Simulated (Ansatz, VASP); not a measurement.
ZnSe in VASP and in Ansatz

Contents of INCAR:

```
  PREC = Accurate
  ENCUT = 520
  EDIFF = 1E-6
  ISMEAR = 0
  SIGMA = 0.05
  LREAL = F
  LASPH = T
  NELM = 60
  ALGO = Normal
  ISIF = 2
  LWAVE = F
  LCHARG = F
  GGA = PE
  NBANDS = 16
```

Contents of KPOINTS:

```
Automatic mesh
0
Gamma
  10 10 10
```

Contents of POSCAR:

```
ZnSe
1.0
    0.0000000000      3.2170485374      2.2744533159
    3.2170485374      0.0000000000      2.2744533159
    3.2170485374      3.2170485374      0.0000000000
Zn Se
1 1
Direct
    0.0000000000      0.0000000000      0.0000000000
    0.7500000000      0.7500000000      0.7500000000
```

Input for Ansatz:

```yaml
crystal:
  lattice:
    - [0.0, 3.2170485374, 2.2744533159]
    - [3.2170485374, 0.0, 2.2744533159]
    - [3.2170485374, 3.2170485374, 0.0]
  atoms:
    - { symbol: Zn, position: [0.0, 0.0, 0.0] }
    - { symbol: Se, position: [0.75, 0.75, 0.75] }
basis:
  ecutwfc: 420
kpoints:
  mp_grid: { grid: [10, 10, 10] }
hamiltonian:
  xc: pbe
scf:
  occupations: { method: gaussian, width: 0.05 }
output:
  forces: true
  stress: true
  eigenvalues: true
```

Alike in both runs: task single point; functional PBE; k mesh 10 × 10 × 10; occupations gaussian, width 0.05 eV; no spin polarisation.

|  | VASP | Ansatz |
| --- | --- | --- |
| version | VASP 6.6.1 | Ansatz 0.2.0 |
| potentials or method | VASP PAW PBE potentials, release 64 (Zn, Se), cutoff 520 eV | scalar-relativistic, plane waves, PAW |
| valence electrons in the cell | 18 | 28 |

|  | VASP | Ansatz | Ansatz less VASP |
| --- | --- | --- | --- |
| gap on the k mesh at the Fermi level (eV) | 0.33 | 0.33 | 0.000 |
| least direct gap on the mesh (eV) | 0.33 | 0.33 | 0.000 |
| pressure (GPa) | -2.1 | -2.2 | -0.15 |
| traceless stress, the component that is largest in VASP (GPa) | 4.64 | 4.69 | +0.052 |

VASP's potentials hold 18 valence electrons a cell and Ansatz's 28, so a difference there can come from the potentials and not from the codes.
